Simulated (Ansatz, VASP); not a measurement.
Two plane-wave programs on Al

The input INCAR:

```
SYSTEM = Al
PREC = Accurate ; ENCUT = 520
EDIFF = 1E-7 ; ISMEAR = -1
SIGMA = 0.05 ; LREAL = .FALSE.
LASPH = .TRUE. ; NELM = 100
ALGO = Fast ; ISIF = 2
LWAVE = .FALSE. ; LCHARG = .FALSE.
GGA = CA ; NBANDS = 8
```

KPOINTS

```
regular mesh
0
G
  6 7 6
  0 0 0
```

File POSCAR:

```
Al
1.0
   -0.0204552100      1.9706540500      2.0438328400
    2.0026569100      0.0099662700      2.0134113600
    2.0592944800      1.9968701300     -0.0466712900
Al
1
Direct
    0.0000000000      0.0000000000      0.0000000000
```

Contents of input.yaml:

```yaml
crystal:
  lattice:
    - [-0.02045521, 1.97065405, 2.04383284]
    - [2.00265691, 0.00996627, 2.01341136]
    - [2.05929448, 1.99687013, -0.04667129]
  atoms:
    - { symbol: Al, position: [0.0, 0.0, 0.0] }
hamiltonian:
  xc: lda
  pseudopotentials: { kind: paw }
kpoints:
  mp_grid: { grid: [6, 7, 6] }
scf:
  occupations: { method: fermi_dirac, width: 0.05 }
  n_extra_bands: 6
output:
  forces: true
  stress: true
  eigenvalues: true
  dos: { projected: true, de: 0.05, nscf_kmesh: { grid: [9, 11, 9] } }
  write_density: true
  write_potential: true
  elf: true
  volumetric_format: npy
```

Alike in both runs: functional LDA; k mesh 6 × 7 × 6; occupations fermi-dirac, width 0.05 eV; no spin polarisation.

|  | VASP | Ansatz |
| --- | --- | --- |
| version | VASP 6.6.1 | Ansatz 0.2.0 |
| potentials or method | VASP PAW LDA potentials, release 64 (Al) | Ansatz PAW |
| plane-wave cutoff (eV) | 520 | 420 |
| valence electrons in the cell | 3 | 3 |
| task | single point | projected density of states |

VASP gave:

```
gap on the k mesh at the Fermi level (eV)                     : none
pressure (GPa)                                                : -3.5
traceless stress, the component that is largest in VASP (GPa) : 3.39
```

Question: Estimate Ansatz's values.

Answer: gap on the k mesh at the Fermi level (eV): none; pressure (GPa): -3.5; traceless stress, the component that is largest in VASP (GPa): 3.37.

LDA's correlation is that of Perdew and Zunger in VASP and of Perdew and Wang (1992) in Ansatz. A gap of «none» marks a metal or a gap that the smearing closes.

The k mesh is coarse, so the values compare programs but aren't converged.
